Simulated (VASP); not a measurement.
# CdS: relaxation of cell and atoms with HF

The system is CdS.

```
Cd S
1.0
     0.00000    2.75324    2.75324
     2.75324    0.00000    2.75324
     2.75324    2.75324    0.00000
Cd S
1 1
Direct
  0.00000 0.00000 0.00000
  0.50000 0.50000 0.50000
```

| Property | Result |
| --- | --- |
| Program | VASP 6.6.1 |
| Task | relaxation of cell and atoms |
| Functional | HF |
| Potentials or basis | VASP PAW PBE potentials, release 64 (Cd, S) |
| Cutoff | 600 eV |
| k mesh | 4 × 4 × 4 |
| Occupations | fermi-dirac, width 0.05 eV |
| Spin | no spin polarisation |
| Dipole correction | no |
| Grid for exact exchange (PRECFOCK) | Normal |
| Further INCAR settings | ALGO = Normal; EDIFF = 1e-06; IBRION = 2; EDIFFG = -0.01; NSW = 60; ISIF = 3 |
| Share of exact exchange | 1 |

- Relaxed volume: 22.01 Å³/atom
- Relaxed cell: a = 3.963 Å, b = 3.963 Å, c = 3.963 Å, α = 60.00°, β = 60.00°, γ = 60.00°
- Space group after relaxing (to 0.1 Å): Fm-3m (No. 225)
- Energy gained by relaxing: 15.2 meV/atom
- Ionic steps: 3
- Pressure after relaxing: -0.1 GPa
- Band gap on the k mesh: 7.79 eV (least direct gap 8.94 eV)

Step by step:
```tsv
step	energy change (eV)	largest force (eV/Å)	pressure (GPa)	volume (Å³)
1	0.0000	0.0000	4.50	41.74
2	-0.0211	0.0000	-2.15	45.38
3	-0.0304	0.0000	-0.07	44.02
```

Final structure:
```xyz
2
Lattice="0.0000 2.8025 2.8025 2.8025 0.0000 2.8025 2.8025 2.8025 0.0000" Properties=species:S:1:pos:R:3 pbc="T T T"
Cd    0.0000    0.0000    0.0000
S     2.8025    2.8025    2.8025
```

Levels at points of the mesh, in eV from the valence-band top:
| k point | band 7 | band 8 | band 9 | band 10 | band 11 | band 12 |
| --- | --- | --- | --- | --- | --- | --- |
| (0.00, 0.00, 0.00) | -0.58 | -0.58 | -0.58 | 8.36 | 17.16 | 17.16 |
| (0.50, 0.00, 0.00) | -5.65 | 0.00 | 0.00 | 10.92 | 13.85 | 13.85 |
| (0.50, 0.50, 0.00) | -4.82 | -2.26 | -2.26 | 7.79 | 13.31 | 18.49 |

Run time: 12 min on 1 thread of Intel(R) Xeon(R) 6975P-C (Granite Rapids), on a shared host, peak memory 0.19 GiB.

Caveat: the k points lie up to 0.49 Å⁻¹ apart in the final cell; the PAW data sets were made with another functional, which shifts forces and pressure a little. A k mesh can miss the band edges.
